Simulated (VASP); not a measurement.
Write the native input for VASP 6.6.1 that does the following.

```
Task                   : single point
Functional             : PBEsol
Potentials or basis    : VASP PAW PBE potentials, release 64 (Al, Ni)
Cutoff                 : 600 eV
k mesh                 : 14 × 14 × 14
Occupations            : gaussian, width 0.1 eV
Spin                   : no spin polarisation
Dipole correction      : no
Further INCAR settings : ALGO = Normal; EDIFF = 1e-06; NBANDS = 14
```

The structure of AlNi lies in POSCAR:

```
AlNi
1.0
    2.8728978914      0.0000000000      0.0000000000
    0.0000000000      2.8728978914      0.0000000000
    0.0000000000      0.0000000000      2.8120207083
Al Ni
1 1
Direct
    0.0000000000      0.0000000000      0.0000000000
    0.5000000000      0.5000000000      0.5000000000
```

This cell differs from its parent crystal: uniaxial strain along c: -2.0 %.

The input as run:

INCAR

```
SYSTEM = AlNi
ALGO = Normal
EDIFF = 1E-6
ENCUT = 600
GGA = PS
GGA_COMPAT = .FALSE.
ISIF = 2
ISMEAR = 0
LASPH = .TRUE.
LCHARG = .FALSE.
LREAL = .FALSE.
LWAVE = .FALSE.
NBANDS = 14
NELM = 120
PREC = Accurate
SIGMA = 0.1
```

KPOINTS

```
k-points
0
G
  14 14 14
  0 0 0
```

Potentials or basis: VASP PAW PBE potentials, release 64 (Al, Ni).

Command:

```sh
$ cat potpaw_PBE.64/Al/POTCAR potpaw_PBE.64/Ni/POTCAR > POTCAR
$ mpirun -np 1 vasp_std > vasp.out
```

Results of the run:

```
Pressure               : 2.0 GPa
Band gap on the k mesh : zero (an odd number of electrons rules out a gap without spin polarisation)
```

Caveat: the cell differs from its parent crystal (uniaxial strain along c: -2.0 %); the PAW data sets were made with another functional, which shifts forces and pressure a little.

Wall time 75 s on 1 thread of Intel Xeon 8259CL (shared host), peak memory 0.24 GiB.
